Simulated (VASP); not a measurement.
Wanted: the native input for a VASP 6.6.1 run.

| Property | Result |
| --- | --- |
| Task | relaxation of cell and atoms |
| Functional | PBE |
| Potentials or basis | VASP PAW PBE potentials, release 64 (Pt, Se) |
| Cutoff | 600 eV |
| k mesh | 8 × 6 × 10 |
| Occupations | gaussian, width 0.1 eV |
| Spin | no spin polarisation |
| Dipole correction | no |
| Further INCAR settings | ALGO = Normal; EDIFF = 1e-06; IBRION = 2; EDIFFG = -0.01; NSW = 100; ISIF = 3 |

The structure of PtSe2 lies in POSCAR:

```
PtSe2
1.0
    5.5097483817      0.0000000000      0.0000000000
    0.0000000000      5.9552449051      0.0000000000
    0.0000000000      0.0000000000      3.8891960076
Pt Se
2 4
Direct
    0.5000000000      0.5000000000      0.5000000000
    0.0000000000      0.0000000000      0.0000000000
    0.2722415467      0.8797981376      0.5000000000
    0.7722415467      0.6202018624      0.0000000000
    0.7277584533      0.1202018624      0.5000000000
    0.2277584533      0.3797981376      0.0000000000
```

The input as run:

INCAR

```
SYSTEM = PtSe2
PREC = Accurate
ENCUT = 600
EDIFF = 1E-6
ISMEAR = 0
SIGMA = 0.1
LREAL = .False.
LASPH = .True.
NELM = 60
ALGO = Normal
ISIF = 3
LWAVE = .False.
LCHARG = .False.
GGA = PE
IBRION = 2
NSW = 100
EDIFFG = -0.01
```

KPOINTS

```
regular mesh
0
Gamma
  8 6 10
  0 0 0
```

Potentials or basis: VASP PAW PBE potentials, release 64 (Pt, Se).

The run is started by

```console
$ cat potpaw_PBE.64/Pt/POTCAR potpaw_PBE.64/Se/POTCAR > POTCAR
$ mpirun -np 1 vasp_std > vasp.out
```

It gave:

The relaxed volume is 21.38 Å³/atom, the relaxed cell is a = 5.491 Å, b = 5.975 Å, c = 3.910 Å, α = 90.00°, β = 90.00°, γ = 90.00° and the space group after relaxing (to 0.1 Å) is Pnnm (No. 58). The energy gained by relaxing is 1.6 meV/atom and the ionic steps are 14. The pressure after relaxing is 0.0 GPa, the largest force after relaxing is 0.007 eV/Å and the band gap on the k mesh is zero (bands 22 and 23 overlap by 0.73 eV).

Caveat: spin-orbit coupling is left out, which moves the levels of the heavy elements.

Run time: 21 min on 1 thread of Intel(R) Xeon(R) 6975P-C (Granite Rapids), on a shared host, peak memory 0.57 GiB.
